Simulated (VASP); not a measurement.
The system is Cs2Mg.

```
Cs Mg
1.0
     0.00000    3.77110    3.77110
     3.77110    0.00000    3.77110
     3.77110    3.77110    0.00000
Cs Mg
2 1
Direct
  0.25000 0.25000 0.25000
  0.75000 0.75000 0.75000
  0.00000 0.00000 0.00000
```

- Program: VASP 6.6.1
- Task: relaxation of cell and atoms
- Functional: PBE
- Potentials or basis: VASP PAW PBE potentials, release 64 (Cs_sv, Mg)
- Cutoff: 600 eV
- k mesh: 4 × 4 × 4
- Occupations: gaussian, width 0.1 eV
- Spin: no spin polarisation

At the start: pressure 11.1 GPa; volume 35.75 Å³/atom.

Problem. Where does the relaxation end?

Solution. Over 6 steps the energy falls by 822.9 meV/atom and the volume is 78.60 Å³/atom (+119.8 %); space group Fm-3m (No. 225, to 0.05 Å).

The path:
```tsv
step	energy change (eV)	largest force (eV/Å)	pressure (GPa)	volume (Å³)
1	0.0000	0.0000	11.15	107.26
2	-1.7789	0.0000	3.59	150.69
3	-2.3535	0.0000	1.03	194.47
4	-2.3233	0.0000	-0.56	305.93
5	-2.4613	0.0000	-0.18	250.10
6	-2.4688	0.0000	0.01	235.80
```

Final structure:
```xyz
3
Lattice="0.0000 4.9035 4.9035 4.9035 0.0000 4.9035 4.9035 4.9035 0.0000" Properties=species:S:1:pos:R:3 pbc="T T T"
Cs    2.4517    2.4517    2.4517
Cs    7.3552    7.3552    7.3552
Mg    0.0000    0.0000    0.0000
```

Caveat: the k points lie up to 0.28 Å⁻¹ apart in the final cell; the volume moved by over 15 % at a fixed basis, so the end points are rough.
